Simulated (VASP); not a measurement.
# Ba2S (Pmma) in VASP: single point with PBE

Aim: the single point of Ba2S with PBE.

Everything below comes from runs of VASP 6.6.1. Logs are shortened: lines on timing, memory, paths and dates and some standing lists are left out, and cuts for length are marked.

### Step 1. The cell of the first run

The typed cell holds 6 atoms: a = 5.581 Å, b = 7.675 Å, c = 5.504 Å, α = 90.00°, β = 90.00°, γ = 90.00°.

The cell was generated, and may not be a known phase.

### Step 2. Single point, PBE

INCAR reads:

```
ALGO = Fast
EDIFF = 1E-7
ENCUT = 520
GGA = PE
ISIF = 2
ISMEAR = 0
LASPH = True
LCHARG = False
LREAL = False
LWAVE = False
NBANDS = 35
NELM = 80
PREC = Accurate
SIGMA = 0.1
```

KPOINTS reads:

```
k-points
0
Gamma
  2 4 4
```

POSCAR reads:

```
Ba2S
1.0
    5.5805304087      0.0000000000      0.0000000000
    0.0000000000      7.6753111424      0.0000000000
    0.0000000000      0.0000000000      5.5039758205
Ba S
4 2
Direct
    0.2500000000      0.7690706610      0.2500367339
    0.2500000000      0.2309293390      0.2500367339
    0.7500000000      0.7690706610     -0.2500367339
    0.7500000000      0.2309293390     -0.2500367339
    0.2500000000      0.0000000000      0.7500462120
    0.7500000000      0.0000000000      0.2499537880
```

Potentials or basis: VASP PAW PBE potentials, release 64 (Ba_sv, S).

Launch:

```sh
$ cat potpaw_PBE.64/Ba_sv/POTCAR potpaw_PBE.64/S/POTCAR > POTCAR
$ mpirun -np 1 vasp_std > vasp.out
```

OUTCAR:

```text
EDIFF = 1E-7
   ENCUT = 520
   GGA = PE
   ISIF = 2
   ISMEAR = 0
   LASPH = True
   LREAL = False
   NELM = 80
   PREC = Accurate

 ion  position               nearest neighbor table
   1  0.250  0.769  0.250-   5 3.27   5 3.27   6 3.31   6 3.31   2 3.54   3 3.92   3 3.92   3 3.92
                             3 3.92   2 4.13
   2  0.250  0.231  0.250-   5 3.27   5 3.27   6 3.31   6 3.31   1 3.54   4 3.92   4 3.92   4 3.92
                             4 3.92   1 4.13
   3  0.750  0.769  0.750-   6 3.27   6 3.27   5 3.31   5 3.31   4 3.54   1 3.92   1 3.92   1 3.92
                             1 3.92   4 4.13
   4  0.750  0.231  0.750-   6 3.27   6 3.27   5 3.31   5 3.31   3 3.54   2 3.92   2 3.92   2 3.92
                             2 3.92   3 4.13
   5  0.250  0.000  0.750-   1 3.27   2 3.27   1 3.27   2 3.27   3 3.31   4 3.31   3 3.31   4 3.31

   6  0.750  0.000  0.250-   3 3.27   4 3.27   3 3.27   4 3.27   1 3.31   2 3.31   1 3.31   2 3.31

  LATTYP: Found a simple orthorhombic cell.
 ALAT       =     5.5039758205
 B/A-ratio  =     1.0139089616
 C/A-ratio  =     1.3945030634

  Lattice vectors:

 A1 = (   0.0000000000,   0.0000000000,   5.5039758205)
 A2 = (   5.5805304087,   0.0000000000,   0.0000000000)
 A3 = (   0.0000000000,   7.6753111424,   0.0000000000)

Analysis of symmetry for initial positions (statically):
=====================================================================
 Subroutine PRICEL returns:
 Original cell was already a primitive cell.

 Routine SETGRP: Setting up the symmetry group for a
 simple orthorhombic supercell.

 Subroutine GETGRP returns: Found  8 space group operations
 (whereof  4 operations were pure point group operations)
 out of a pool of  8 trial point group operations.

The static configuration has the point symmetry C_2h.
 The point group associated with its full space group is D_2h.

Analysis of symmetry for dynamics (positions and initial velocities):
=====================================================================
 Subroutine PRICEL returns:
 Original cell was already a primitive cell.

 Routine SETGRP: Setting up the symmetry group for a
 simple orthorhombic supercell.

 Subroutine GETGRP returns: Found  8 space group operations
 (whereof  4 operations were pure point group operations)
 out of a pool of  8 trial point group operations.

The dynamic configuration has the point symmetry C_2h.
 The point group associated with its full space group is D_2h.

 Subroutine INISYM returns: Found  8 space group operations
 (whereof  4 operations are pure point group operations),
 and found     1 'primitive' translations

----------------------------------------------------------------------------------------

                                     Primitive cell

  volume of cell :     235.7480

  direct lattice vectors                    reciprocal lattice vectors
     5.580530409  0.000000000  0.000000000     0.179194436  0.000000000  0.000000000
     0.000000000  7.675311142  0.000000000     0.000000000  0.130287878  0.000000000
     0.000000000  0.000000000  5.503975821     0.000000000  0.000000000  0.181686845

  length of vectors
     5.580530409  7.675311142  5.503975821     0.179194436  0.130287878  0.181686845

  position of ions in fractional coordinates (direct lattice)
     0.250000000  0.769070661  0.250036734
     0.250000000  0.230929339  0.250036734
     0.750000000  0.769070661  0.749963266
     0.750000000  0.230929339  0.749963266
     0.250000000  0.000000000  0.750046212
     0.750000000  0.000000000  0.249953788

  ion indices of the primitive-cell ions
   primitive index   ion index
                 1           1
                 2           2
                 3           3
                 4           4
                 5           5
                 6           6

----------------------------------------------------------------------------------------

 KPOINTS: k-points

Automatic generation of k-mesh.
 Grid dimensions read from file:
 generate k-points for:    2    4    4

 Generating k-lattice:

  Cartesian coordinates                     Fractional coordinates (reciprocal lattice)
     0.089597218  0.000000000  0.000000000     0.500000000  0.000000000  0.000000000
     0.000000000  0.032571969  0.000000000     0.000000000  0.250000000  0.000000000
     0.000000000  0.000000000  0.045421711     0.000000000  0.000000000  0.250000000

  Length of vectors
     0.089597218  0.032571969  0.045421711

  Shift w.r.t. Gamma in fractional coordinates (k-lattice)
     0.000000000  0.000000000  0.000000000

 Subroutine IBZKPT returns following result:
 ===========================================

 Found     18 irreducible k-points:

 Following reciprocal coordinates:
            Coordinates               Weight
  0.000000  0.000000  0.000000      1.000000
  0.500000  0.000000  0.000000      1.000000
  0.000000  0.250000  0.000000      2.000000
  0.500000  0.250000  0.000000      2.000000
  0.000000  0.500000  0.000000      1.000000
  0.500000  0.500000  0.000000      1.000000
[... 10 lines left out ...]
  0.000000  0.500000  0.500000      1.000000
  0.500000  0.500000  0.500000      1.000000
   k-points           NKPTS =     18   k-points in BZ     NKDIM =     18   number of bands    NBANDS=     35
   number of dos      NEDOS =    301   number of ions     NIONS =      6
   total plane-waves  NPLWV = 105840
   dimension x,y,z NGX =    42 NGY =   60 NGZ =   42
   dimension x,y,z NGXF=    84 NGYF=  120 NGZF=   84
   ions per type =               4   2
   NGX,Y,Z   is equivalent  to a cutoff of  12.51, 13.00, 12.69 a.u.
   NGXF,Y,Z  is equivalent  to a cutoff of  25.02, 25.99, 25.37 a.u.
 SYSTEM =  unknown system
   PREC   = accura    normal or accurate (medium, high low for compatibility)
   ISTART =      0    job   : 0-new  1-cont  2-samecut
   ICHARG =      2    charge: 1-file 2-atom 10-const
   ISPIN  =      1    spin polarized calculation?
   LNONCOLLINEAR =      F non collinear calculations
   LSORBIT =      F    spin-orbit coupling
   LASPH  =      T    aspherical Exc in radial PAW
   ENCUT  =  520.0 eV  38.22 Ry    6.18 a.u.  10.38 14.27 10.23*2*pi/ulx,y,z
   NELM   =     80;   NELMIN=  2; NELMDL= -5     # of ELM steps
   EDIFF  = 0.1E-06   stopping-criterion for ELM
   LREAL  =      F    real-space projection
   EDIFFG = 0.1E-05   stopping-criterion for IOM
   NSW    =      0    number of steps for IOM
   IBRION =     -1    ionic relax: 0-MD 1-quasi-New 2-CG
   NFREE  =      0    steps in history (QN), initial steepest desc. (CG)
   ISIF   =      2    stress and relaxation
   ISYM   =      2    0-nonsym 1-usesym 2-fastsym
   POTIM  = 0.5000    time-step for ionic-motion
   TEBEG  =    0.0;   TEEND  =   0.0 temperature during run
   PSTRESS=    0.0 pullay stress
   NELECT =      52.0000    total number of electrons
   NUPDOWN=      -1.0000    fix difference up-down
   EMIN   =  10.00;   EMAX   =-10.00  energy-range for DOS
   EFERMI =   0.00;   METHOD = LEGACY
   ISMEAR =     0;   SIGMA  =   0.10  broadening in eV -4-tet -1-fermi 0-gaus
   EFERMI_NEDOS =   21; number of points for ismear=-14 and -15
   IALGO  =     68    algorithm
   IMIX   =      4    mixing-type and parameters
     AMIX     =   0.40;   BMIX     =  1.00
     AMIX_MAG =   1.60;   BMIX_MAG =  1.00
  volume/ion in A,a.u.               =      39.29       265.15
  Fermi-wavevector in a.u.,A,eV,Ry     =   0.989145  1.869213 13.312046  0.978408
  Thomas-Fermi vector in A             =   2.120723
   LORBIT       =      0    0 simple, 1 ext, 2 COOP (PROOUT), +10 PAW based schemes
   GGA     = PE    functional components
   LHFCALC =     F    Hartree Fock is set to
   AEXX    =    0.0000 exact exchange contribution
   IVDW    =     0    specifies the selected vdW correction
   LEPSILON=     F    determine dielectric tensor
   LRPA    =     F    only Hartree local field effects (RPA)
 non-spin polarized calculation
 RMM-DIIS sequential band-by-band and
 Gauss-broadening in eV      SIGMA  =   0.10
  energy-cutoff  :      520.00
  volume of cell :      235.75
 maximum number of plane-waves:      6376
 NGX is ok and might be reduce to    42
   NGX = 21   NGY = 29   NGZ = 21

 number of electron      52.0000001 magnetization

 Free energy of the ion-electron system (eV)
  ---------------------------------------------------
  ext. energy  EPLUGINS =         0.00000000
  ---------------------------------------------------
  free energy    TOTEN  =       -22.71655052 eV

  energy without entropy =      -22.69876697  energy(sigma->0) =      -22.70765875

 E-fermi :   3.3214     XC(G=0):  -8.3785

 val. band max:        3.2773415261   @ k =   0.5000   0.5000   0.5000
 cond. band min:       3.3743355952   @ k =   0.0000   0.0000   0.2500
 fundamental gap:      0.0969940692
 Fermi energy:         3.3214061987

 k-point     1 :       0.0000    0.0000    0.0000
  band No.  band energies     occupation
      1     -25.8416      2.00000
      2     -25.7228      2.00000
      3     -25.7051      2.00000
      4     -25.5954      2.00000
      5     -11.9366      2.00000
      6     -11.4048      2.00000
[... 27 lines left out ...]
     34       6.2488      0.00000
     35       6.2856      0.00000

 k-point     2 :       0.5000    0.0000    0.0000
  band No.  band energies     occupation
      1     -25.7728      2.00000
      2     -25.7728      2.00000
      3     -25.6589      2.00000
      4     -25.6589      2.00000
      5     -11.6854      2.00000
      6     -11.6854      2.00000
[... 27 lines left out ...]
     34       5.7050      0.00000
     35       5.9020      0.00000

 k-point     3 :       0.0000    0.2500    0.0000
  band No.  band energies     occupation
      1     -25.8338      2.00000
      2     -25.7309      2.00000
      3     -25.6979      2.00000
      4     -25.6029      2.00000
      5     -11.8623      2.00000
      6     -11.3915      2.00000
[... 27 lines left out ...]
     34       5.8130      0.00000
     35       6.6436      0.00000

 k-point     4 :       0.5000    0.2500    0.0000
  band No.  band energies     occupation
      1     -25.7653      2.00000
      2     -25.7653      2.00000
      3     -25.6667      2.00000
      4     -25.6667      2.00000
      5     -11.6305      2.00000
      6     -11.6305      2.00000
[... 27 lines left out ...]
     34       5.5512      0.00000
     35       5.9225      0.00000

 k-point     5 :       0.0000    0.5000    0.0000
  band No.  band energies     occupation
      1     -25.8246      2.00000
      2     -25.7405      2.00000
      3     -25.6893      2.00000
      4     -25.6118      2.00000
      5     -11.7728      2.00000
      6     -11.3756      2.00000
[... 410 lines left out ...]
 k-point    16 :       0.5000    0.2500    0.5000
  band No.  band energies     occupation
      1     -25.7636      2.00000
      2     -25.7636      2.00000
      3     -25.6656      2.00000
      4     -25.6656      2.00000
      5     -11.8936      2.00000
      6     -11.8936      2.00000
[... 27 lines left out ...]
     34       5.0345      0.00000
     35       5.8195      0.00000

 k-point    17 :       0.0000    0.5000    0.5000
  band No.  band energies     occupation
      1     -25.7562      2.00000
      2     -25.7561      2.00000
      3     -25.6759      2.00000
      4     -25.6758      2.00000
      5     -11.5760      2.00000
      6     -11.5760      2.00000
[... 27 lines left out ...]
     34       5.4199      0.00000
     35       5.5823      0.00000

 k-point    18 :       0.5000    0.5000    0.5000
  band No.  band energies     occupation
      1     -25.7546      2.00000
      2     -25.7546      2.00000
      3     -25.6748      2.00000
      4     -25.6748      2.00000
      5     -11.8814      2.00000
      6     -11.8814      2.00000
[... 27 lines left out ...]
     34       5.1415      0.00000
     35       5.7491      0.00000

------------------------ aborting loop because EDIFF is reached ----------------------------------------

  FORCE on cell =-STRESS in cart. coord.  units (eV):
  Direction    XX          YY          ZZ          XY          YZ          ZX
  --------------------------------------------------------------------------------------
  -------------------------------------------------------------------------------------
  Total        0.7224916      0.9235269      0.7691433      0.0000000      0.0000000     -0.0000000
  in kB        4.9101572      6.2764221      5.2272090      0.0000000      0.0000000     -0.0000000
  external PRESSURE =       5.4712628 kB  Pullay stress =       0.0000000 kB

 VOLUME and BASIS-vectors are now :
 -----------------------------------------------------------------------------
  energy-cutoff  :      520.00
  volume of cell :      235.75
      direct lattice vectors                 reciprocal lattice vectors
     5.580530409  0.000000000  0.000000000     0.179194436  0.000000000  0.000000000
     0.000000000  7.675311142  0.000000000     0.000000000  0.130287878  0.000000000
     0.000000000  0.000000000  5.503975821     0.000000000  0.000000000  0.181686845

 POSITION                                       TOTAL-FORCE (eV/Angst)
 -----------------------------------------------------------------------------------
      1.39513      5.90286      1.37620        -0.000000     -0.133403     -0.000660
      1.39513      1.77245      1.37620        -0.000000      0.133403     -0.000660
      4.18540      5.90286      4.12778         0.000000     -0.133403      0.000660
      4.18540      1.77245      4.12778        -0.000000      0.133403      0.000660
      1.39513      0.00000      4.12824         0.000000      0.000000     -0.001018
      4.18540      0.00000      1.37574        -0.000000      0.000000      0.001018
 -----------------------------------------------------------------------------------
    total drift:                                0.000000      0.000000     -0.000000

  FREE ENERGIE OF THE ION-ELECTRON SYSTEM (eV)
  ---------------------------------------------------
  free  energy   TOTEN  =       -22.7165505174 eV

  energy  without entropy=      -22.6987669736  energy(sigma->0) =      -22.70765875
```

Wall time 6 min (1 thread of Oxide Virtual Turin-like, shared host); peak memory 0.35 GiB.

What came out:

```yaml
Free_energy: -22.7166 eV
Pressure: 0.5 GPa
Largest_force: 0.133 eV/Å
Band_gap_on_the_k_mesh: zero (bands 26 and 27 overlap by 0.60 eV)
```

Forces on the atoms (eV/Å):
```
Ba   0.000 -0.133 -0.001
Ba   0.000  0.133 -0.001
Ba   0.000 -0.133  0.001
Ba   0.000  0.133  0.001
S    0.000  0.000 -0.001
S    0.000  0.000  0.001
```

Stress tensor (GPa, compression positive):
```
0.49 0.00 0.00
0.00 0.63 0.00
0.00 0.00 0.52
```

Caveat: the k points lie up to 0.56 Å⁻¹ apart, too coarse for converged energies and pressures of a metal; spin-orbit coupling is left out, which moves the levels of the heavy elements.

The gap in the log of VASP goes by the Fermi energy; the results here count the filled bands.